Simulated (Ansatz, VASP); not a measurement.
## One calculation of Al, two programs

```xyz
1
Lattice="0.0000 2.0203 2.0203 2.0203 0.0000 2.0203 2.0203 2.0203 0.0000" Properties=species:S:1:pos:R:3 pbc="T T T"
Al    0.0000    0.0000    0.0000
```

Alike in both runs: functional PBE; k mesh 60 × 60 × 60; occupations gaussian, width 0.1 eV; no spin polarisation.

Ansatz relaxed the structure, and its values are those at the end. VASP's run is a single point on that final structure, the one shown.

|  | VASP | Ansatz |
| --- | --- | --- |
| version | VASP 6.6.1 | Ansatz 0.2.0 |
| potentials or method | VASP PAW PBE potentials, release 64 (Al) | scalar-relativistic, plane waves, PAW |
| plane-wave cutoff (eV) | 520 | 420 |
| valence electrons in the cell | 3 | 3 |

```tsv
	VASP	Ansatz	Ansatz less VASP
gap on the k mesh at the Fermi level (eV)	none	none	-
pressure (GPa)	0.0	0.0	+0.04
```

A gap of «none» marks a metal or a gap that the smearing closes.
